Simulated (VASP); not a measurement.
# MnAs (P6_3/mmc) in VASP: notebook

MnAs is run at these levels: PBEsol; tasks: single point.

Everything below comes from runs of VASP 6.6.1. Logs are shortened: lines on timing, memory, paths and dates and some standing lists are left out, and cuts for length are marked.

## (1) The cell of the first run

It takes space group P6_3/mmc (No. 194, hexagonal). Conventional cell: a = 3.447 Å, b = 3.447 Å, c = 5.221 Å, α = 90.00°, β = 90.00°, γ = 120.00°. Mn (site symmetry -3m) has 6 As at 2.38 Å and 2 Mn at 2.61 Å within 3.1 Å. As (site symmetry -6m2) has 6 Mn at 2.38 Å within 3.1 Å.

## (2) Single point, PBEsol, collinear spin, ferromagnetic start (13.43 Å³/atom)

Contents of INCAR:

```
PREC = Accurate
ENCUT = 520
EDIFF = 1E-7
ISMEAR = 0
SIGMA = 0.1
LREAL = False
LASPH = True
NELM = 150
ALGO = Normal
ISIF = 2
LWAVE = False
LCHARG = False
ISPIN = 2
MAGMOM = 2.66 2.66 0 0
LORBIT = 11
LMAXMIX = 4
GGA = PS
NBANDS = 30
```

Contents of KPOINTS:

```
Automatic mesh
0
Gamma
  12 12 8
```

Contents of POSCAR:

```
MnAs
1.0
    3.4470466015      0.0000000000      0.0000000000
   -1.7235233008      2.9852299249      0.0000000000
    0.0000000000      0.0000000000      5.2212612977
Mn As
2 2
Direct
    0.0000000000      0.0000000000      0.0000000000
    0.0000000000      0.0000000000      0.5000000000
    0.3333333333      0.6666666667      0.2500000000
    0.6666666667      0.3333333333      0.7500000000
```

Potentials or basis: VASP PAW PBE potentials, release 64 (Mn_pv, As).

Run with:

```sh
$ cat potpaw_PBE.64/Mn_pv/POTCAR potpaw_PBE.64/As/POTCAR > POTCAR
$ mpirun -np 1 vasp_std > vasp.out
```

OUTCAR:

```text
PREC = Accurate
   ENCUT = 520
   EDIFF = 1E-7
   ISMEAR = 0
   LREAL = False
   LASPH = True
   NELM = 150
   ISIF = 2
   ISPIN = 2
   LORBIT = 11
   GGA = PS

 ion  position               nearest neighbor table
   1  0.000  0.000  0.000-   3 2.38   4 2.38   4 2.38   3 2.38   4 2.38   3 2.38   2 2.61   2 2.61

   2  0.000  0.000  0.500-   3 2.38   4 2.38   4 2.38   3 2.38   4 2.38   3 2.38   1 2.61   1 2.61

   3  0.333  0.667  0.250-   1 2.38   2 2.38   1 2.38   2 2.38   1 2.38   2 2.38
   4  0.667  0.333  0.750-   1 2.38   2 2.38   1 2.38   2 2.38   1 2.38   2 2.38

  LATTYP: Found a hexagonal cell.
 ALAT       =     3.4470466015
 C/A-ratio  =     1.5147057471

  Lattice vectors:

 A1 = (   3.4470466015,   0.0000000000,   0.0000000000)
 A2 = (  -1.7235233008,   2.9852299249,   0.0000000000)
 A3 = (   0.0000000000,   0.0000000000,   5.2212612977)

Analysis of symmetry for initial positions (statically):
=====================================================================
 Subroutine PRICEL returns:
 Original cell was already a primitive cell.

 Routine SETGRP: Setting up the symmetry group for a
 hexagonal supercell.

 Subroutine GETGRP returns: Found 24 space group operations
 (whereof 12 operations were pure point group operations)
 out of a pool of 24 trial point group operations.

The static configuration has the point symmetry D_3d.
 The point group associated with its full space group is D_6h.

Analysis of symmetry for dynamics (positions and initial velocities):
=====================================================================
 Subroutine PRICEL returns:
 Original cell was already a primitive cell.

 Routine SETGRP: Setting up the symmetry group for a
 hexagonal supercell.

 Subroutine GETGRP returns: Found 24 space group operations
 (whereof 12 operations were pure point group operations)
 out of a pool of 24 trial point group operations.

The dynamic configuration has the point symmetry D_3d.
 The point group associated with its full space group is D_6h.

Analysis of structural, dynamic, and magnetic symmetry:
=====================================================================
 Subroutine PRICEL returns:
 Original cell was already a primitive cell.

 Routine SETGRP: Setting up the symmetry group for a
 hexagonal supercell.

 Subroutine GETGRP returns: Found 24 space group operations
 (whereof 12 operations were pure point group operations)
 out of a pool of 24 trial point group operations.

The overall configuration has the point symmetry D_3d.
 The point group associated with its full space group is D_6h.

 Subroutine INISYM returns: Found 24 space group operations
 (whereof 12 operations are pure point group operations),
 and found     1 'primitive' translations

----------------------------------------------------------------------------------------

                                     Primitive cell

  volume of cell :      53.7280

  direct lattice vectors                    reciprocal lattice vectors
     3.447046601  0.000000000  0.000000000     0.290103418  0.167491286  0.000000000
    -1.723523301  2.985229925  0.000000000     0.000000000  0.334982573  0.000000000
     0.000000000  0.000000000  5.221261298     0.000000000  0.000000000  0.191524604

  length of vectors
     3.447046601  3.447046602  5.221261298     0.334982573  0.334982573  0.191524604

  position of ions in fractional coordinates (direct lattice)
     0.000000000  0.000000000  0.000000000
     0.000000000  0.000000000  0.500000000
     0.333333333  0.666666667  0.250000000
     0.666666667  0.333333333  0.750000000

  ion indices of the primitive-cell ions
   primitive index   ion index
                 1           1
                 2           2
                 3           3
                 4           4

----------------------------------------------------------------------------------------

 KPOINTS: Automatic mesh

Automatic generation of k-mesh.
 Grid dimensions read from file:
 generate k-points for:   12   12    8

 Generating k-lattice:

  Cartesian coordinates                     Fractional coordinates (reciprocal lattice)
     0.024175285  0.013957607  0.000000000     0.083333333  0.000000000  0.000000000
     0.000000000  0.027915214  0.000000000     0.000000000  0.083333333  0.000000000
     0.000000000  0.000000000  0.023940575     0.000000000  0.000000000  0.125000000

  Length of vectors
     0.027915214  0.027915214  0.023940575

  Shift w.r.t. Gamma in fractional coordinates (k-lattice)
     0.000000000  0.000000000  0.000000000

 Subroutine IBZKPT returns following result:
 ===========================================

 Found     95 irreducible k-points:

 Following reciprocal coordinates:
            Coordinates               Weight
  0.000000  0.000000  0.000000      1.000000
  0.083333 -0.000000  0.000000      6.000000
  0.166667 -0.000000  0.000000      6.000000
  0.250000 -0.000000  0.000000      6.000000
  0.333333 -0.000000  0.000000      6.000000
  0.416667 -0.000000  0.000000      6.000000
[... 16 lines left out ...]
  0.250000 -0.000000  0.125000     12.000000
  0.333333 -0.000000  0.125000     12.000000
 [... further k-points ...]
   k-points           NKPTS =     95   k-points in BZ     NKDIM =     95   number of bands    NBANDS=     30
   number of dos      NEDOS =    301   number of ions     NIONS =      4
   total plane-waves  NPLWV =  31360
   dimension x,y,z NGX =    28 NGY =   28 NGZ =   40
   dimension x,y,z NGXF=    56 NGYF=   56 NGZF=   80
   ions per type =               2   2
   NGX,Y,Z   is equivalent  to a cutoff of  13.50, 13.50, 12.74 a.u.
   NGXF,Y,Z  is equivalent  to a cutoff of  27.01, 27.01, 25.47 a.u.
 SYSTEM =  unknown system
   PREC   = accura    normal or accurate (medium, high low for compatibility)
   ISTART =      0    job   : 0-new  1-cont  2-samecut
   ICHARG =      2    charge: 1-file 2-atom 10-const
   ISPIN  =      2    spin polarized calculation?
   LNONCOLLINEAR =      F non collinear calculations
   LSORBIT =      F    spin-orbit coupling
   LASPH  =      T    aspherical Exc in radial PAW
   ENCUT  =  520.0 eV  38.22 Ry    6.18 a.u.   6.41  6.41  9.71*2*pi/ulx,y,z
   NELM   =    150;   NELMIN=  2; NELMDL= -5     # of ELM steps
   EDIFF  = 0.1E-06   stopping-criterion for ELM
   LREAL  =      F    real-space projection
   EDIFFG = 0.1E-05   stopping-criterion for IOM
   NSW    =      0    number of steps for IOM
   IBRION =     -1    ionic relax: 0-MD 1-quasi-New 2-CG
   NFREE  =      0    steps in history (QN), initial steepest desc. (CG)
   ISIF   =      2    stress and relaxation
   ISYM   =      2    0-nonsym 1-usesym 2-fastsym
   POTIM  = 0.5000    time-step for ionic-motion
   TEBEG  =    0.0;   TEEND  =   0.0 temperature during run
   PSTRESS=    0.0 pullay stress
   NELECT =      36.0000    total number of electrons
   NUPDOWN=      -1.0000    fix difference up-down
   EMIN   =  10.00;   EMAX   =-10.00  energy-range for DOS
   EFERMI =   0.00;   METHOD = LEGACY
   ISMEAR =     0;   SIGMA  =   0.10  broadening in eV -4-tet -1-fermi 0-gaus
   EFERMI_NEDOS =   21; number of points for ismear=-14 and -15
   IALGO  =     38    algorithm
   IMIX   =      4    mixing-type and parameters
     AMIX     =   0.40;   BMIX     =  1.00
     AMIX_MAG =   1.60;   BMIX_MAG =  1.00
  volume/ion in A,a.u.               =      13.43        90.64
  Fermi-wavevector in a.u.,A,eV,Ry     =   1.432547  2.707121 27.921752  2.052191
  Thomas-Fermi vector in A             =   2.552163
   LORBIT       =     11    0 simple, 1 ext, 2 COOP (PROOUT), +10 PAW based schemes
   GGA     = PS    functional components
   LHFCALC =     F    Hartree Fock is set to
   AEXX    =    0.0000 exact exchange contribution
   IVDW    =     0    specifies the selected vdW correction
   LEPSILON=     F    determine dielectric tensor
   LRPA    =     F    only Hartree local field effects (RPA)
 spin polarized calculation
 Gauss-broadening in eV      SIGMA  =   0.10
  energy-cutoff  :      520.00
  volume of cell :       53.73
 maximum number of plane-waves:      1469
 NGX is ok and might be reduce to    28
   NGX = 13   NGY = 13   NGZ = 19

 number of electron      35.9999990 magnetization       3.8579206

 Free energy of the ion-electron system (eV)
  ---------------------------------------------------
  ext. energy  EPLUGINS =         0.00000000
  ---------------------------------------------------
  free energy    TOTEN  =       -30.35283487 eV

  energy without entropy =      -30.33657206  energy(sigma->0) =      -30.34470346

 E-fermi :   9.2646     XC(G=0): -12.4920

 val. band max:        9.2619838246   @ k =   0.1667   0.0833   0.2500
 cond. band min:       9.2681506916   @ k =   0.2500   0.1667   0.2500
 fundamental gap:      0.0061668670
 Fermi energy:         9.2645579440

 spin component 1

 k-point     1 :       0.0000    0.0000    0.0000
  band No.  band energies     occupation
      1     -39.7270      1.00000
      2     -39.7145      1.00000
      3     -39.7145      1.00000
      4     -39.6866      1.00000
      5     -39.6866      1.00000
      6     -39.4691      1.00000
[... 781 lines left out ...]
     29      20.6666      0.00000
     30      20.6930      0.00000

 [... further k-points ...]

 spin component 2

 k-point     1 :       0.0000    0.0000    0.0000
  band No.  band energies     occupation
      1     -37.8363      1.00000
      2     -37.6055      1.00000
      3     -37.6055      1.00000
      4     -37.5744      1.00000
      5     -37.5744      1.00000
      6     -37.5549      1.00000
[... 781 lines left out ...]
     29      20.7906      0.00000
     30      21.0652      0.00000

 [... further k-points ...]
[... 5 lines left out ...]
  --------------------------------------------------------------------------------------
  -------------------------------------------------------------------------------------
  Total        4.0572102      4.0572102      4.0774392     -0.0000000      0.0000000      0.0000000
  in kB      120.9867255    120.9867255    121.5899579     -0.0000000      0.0000000      0.0000000
  external PRESSURE =     121.1878030 kB  Pullay stress =       0.0000000 kB

 VOLUME and BASIS-vectors are now :
 -----------------------------------------------------------------------------
  energy-cutoff  :      520.00
  volume of cell :       53.73
      direct lattice vectors                 reciprocal lattice vectors
     3.447046601  0.000000000  0.000000000     0.290103418  0.167491286  0.000000000
    -1.723523301  2.985229925  0.000000000     0.000000000  0.334982573  0.000000000
     0.000000000  0.000000000  5.221261298     0.000000000  0.000000000  0.191524604

 POSITION                                       TOTAL-FORCE (eV/Angst)
 -----------------------------------------------------------------------------------
      0.00000      0.00000      0.00000         0.000000      0.000000     -0.000000
      0.00000      0.00000      2.61063         0.000000      0.000000     -0.000000
     -0.00000      1.99015      1.30532         0.000000      0.000000      0.000000
      1.72352      0.99508      3.91595        -0.000000     -0.000000      0.000000
 -----------------------------------------------------------------------------------
    total drift:                               -0.000000      0.000000     -0.000000

  FREE ENERGIE OF THE ION-ELECTRON SYSTEM (eV)
  ---------------------------------------------------
  free  energy   TOTEN  =       -30.3528348651 eV

  energy  without entropy=      -30.3365720559  energy(sigma->0) =      -30.34470346

 total charge

# of ion       s       p       d       tot
------------------------------------------
    1        0.337   6.354   5.317  12.008
    2        0.337   6.354   5.317  12.008
    3        1.207   1.611   0.105   2.923
    4        1.207   1.611   0.105   2.923
--------------------------------------------------
tot          3.087  15.930  10.844  29.861

 magnetization (x)

# of ion       s       p       d       tot
------------------------------------------
    1        0.023   0.020   1.932   1.974
    2        0.023   0.020   1.932   1.974
    3       -0.007  -0.071   0.005  -0.074
    4       -0.007  -0.071   0.005  -0.074
--------------------------------------------------
tot          0.031  -0.103   3.873   3.801
```

It took 2.1 min on 1 thread of Intel Xeon 6975P-C (Granite Rapids), shared host; peak memory 0.35 GiB.

What came out:

```yaml
Free_energy: -30.3528 eV
Pressure: 12.1 GPa
Net_moment: 3.86 μB per cell
Site_moments: Mn +1.97; As -0.07 μB
Valence_electrons_inside_the_program's_atomic_spheres: Mn 12.01; As 2.92
```

Caveat: the cell stands under pressure; the PAW data sets were made with another functional, which shifts forces and pressure a little; only a ferromagnetic start was run, and an antiferromagnetic order may lie lower in energy.

[end of part 1 of 2]
